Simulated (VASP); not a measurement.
Input of a VASP 6.6.1 run:

The input INCAR:

```
SYSTEM = Si
PREC = Accurate
ENCUT = 520
EDIFF = 1E-6
ISMEAR = 0
SIGMA = 0.05
LREAL = .False.
LASPH = .True.
NELM = 150
ALGO = Normal
ISIF = 2
LWAVE = .False.
LCHARG = .True.
ISPIN = 2
MAGMOM = 0.3 0.3 0.3 0.3 0.3 0.3 0.3 0.3 0.3 0.3 0.3 0.3
LORBIT = 11
GGA = PE
LELF = .True.
LVHAR = .True.
NBANDS = 40
```

File KPOINTS:

```
regular mesh
0
Gamma
  1 1 4
  0 0 0
```

File POSCAR:

```
Si
1.0
   12.3000000000      0.0000000000      0.0000000000
    0.0000000000     13.2000000000      0.0000000000
    0.0000000000      0.0000000000      9.4737579537
Si
12
Direct
    0.6361576929      0.5000000000      0.2500000000
    0.3638423071      0.3534982769      0.0000000000
    0.5453858976      0.6465017231      0.6666666667
    0.4546141024      0.5000000000      0.5833333333
    0.3638423071      0.6465017231      0.0000000000
    0.5453858976      0.3534982769      0.6666666667
    0.3638423071      0.3534982769      0.2500000000
    0.5453858976      0.6465017231      0.9166666667
    0.6361576929      0.5000000000      0.0000000000
    0.3638423071      0.6465017231      0.2500000000
    0.5453858976      0.3534982769      0.9166666667
    0.4546141024      0.5000000000      0.3333333333
```

Potentials or basis: VASP PAW PBE potentials, release 64 (Si).

Launch:

```console
$ cat potpaw_PBE.64/Si/POTCAR > POTCAR
$ mpirun -np 1 vasp_std > vasp.out
```

Q: Predict the largest force.

A: 1.172 eV/Å.

Q: Predict the site moments.

A: Si +0.13, -0.00, +0.05, +0.03, +0.04, +0.02, +0.11, +0.01 (each value once) μB.

Q: What does it give for the net moment?

A: 1.49 μB per cell.

Forces on the atoms (eV/Å):
```
Si  -0.091  0.000  0.061
Si   0.402 -0.027  0.293
Si  -0.403 -0.624 -0.014
Si   0.842  0.000  0.815
Si   0.402  0.027  0.293
Si  -0.403  0.624 -0.014
Si   0.353  0.209 -0.616
Si  -0.472 -0.409  0.070
Si  -0.471  0.000  0.087
Si   0.353 -0.209 -0.616
Si  -0.472  0.409  0.070
Si  -0.042  0.000 -0.428
```

Caveat: a moment this small can come from the mesh or the smearing.
